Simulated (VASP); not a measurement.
Crystal: KBr.

```
CELL_PARAMETERS angstrom
0.00000 3.68830 3.68830
3.68830 0.00000 3.68830
3.68830 3.68830 0.00000
ATOMIC_POSITIONS crystal
K 0.00000 0.00000 0.00000
Br 0.25000 0.25000 0.25000
```

Program: VASP 6.6.1. Alike in all runs: task single point; potentials or basis VASP PAW PBE potentials, release 64 (K_sv, Br); no spin polarisation; cell as given; k mesh 4 × 4 × 4; smearing gaussian 0.01 eV.

Task: Order these runs on this cell by their band gap on the k mesh, lowest first.
A. level HF; cutoff (eV) 520; grid for exact exchange (PRECFOCK) Normal
B. level HSE06; cutoff (eV) 520; grid for exact exchange (PRECFOCK) Normal; screening parameter 0.2079 1/Å
C. level PBE; cutoff (eV) 500
D. level PBE0; cutoff (eV) 520; grid for exact exchange (PRECFOCK) Normal

Result: C (4.28 eV), B (5.39 eV), D (6.13 eV), A (11.30 eV).

A k mesh can miss the band edges.
